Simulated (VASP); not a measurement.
Wanted: the native input for a VASP 6.6.1 run.

```yaml
Task: single point
Functional: PBE
Potentials_or_basis: VASP PAW PBE potentials, release 64 (Ti_sv, Ru_pv)
Cutoff: 520 eV
k_mesh: 4 × 4 × 4
Occupations: gaussian, width 0.1 eV
Spin: no spin polarisation
Dipole_correction: no
Further_INCAR_settings: ALGO = Normal; EDIFF = 1e-06; NBANDS = 49
```

The structure of TiRu2 lies in POSCAR:

```
TiRu2
1.0
    4.1756742274      0.0000000000      0.0000000000
    0.0000000000      4.1756742274      0.0000000000
    0.0000000000      0.0000000000      5.6905953680
Ti Ru
2 4
Direct
    0.0000000000      0.0000000000      0.0000000000
    0.5000000000      0.5000000000      0.5000000000
    0.0000000000      0.5000000000      0.2502662825
    0.0000000000      0.5000000000      0.7502662825
    0.5000000000      0.0000000000      0.2497337175
    0.5000000000      0.0000000000      0.7497337175
```

The input as run:

INCAR

```
PREC     = Accurate       # precision mode
ENCUT    = 520            # plane-wave cutoff, eV
EDIFF    = 1E-6           # SCF threshold, eV
ISMEAR   = 0              # smearing method
SIGMA    = 0.1            # smearing width, eV
LREAL    = False          # projectors in reciprocal space
LASPH    = True           # aspherical terms in the spheres
NELM     = 80             # most SCF steps
ALGO     = Normal         # electronic algorithm
ISIF     = 2              # what is computed and relaxed
LWAVE    = False          # write WAVECAR
LCHARG   = True           # write CHGCAR
GGA      = PE             # functional
LELF     = True           # ELF
LVHAR    = True         
NBANDS   = 49             # bands
```

KPOINTS

```
regular mesh
0
Gamma
  4 4 4
```

Potentials or basis: VASP PAW PBE potentials, release 64 (Ti_sv, Ru_pv).

Command:

```sh
$ cat potpaw_PBE.64/Ti_sv/POTCAR potpaw_PBE.64/Ru_pv/POTCAR > POTCAR
$ mpirun -np 1 vasp_std > vasp.out
```

It gave:

```
Pressure               : 0.0 GPa
Largest force          : 0.008 eV/Å
Band gap on the k mesh : zero (bands 40 and 41 overlap by 2.38 eV)
```

Caveat: the k points lie up to 0.38 Å⁻¹ apart, too coarse for converged energies and pressures of a metal.

Run time: 2.9 min on 1 thread of AMD EPYC 7R13, with other jobs on the host, peak memory 0.2 GiB.
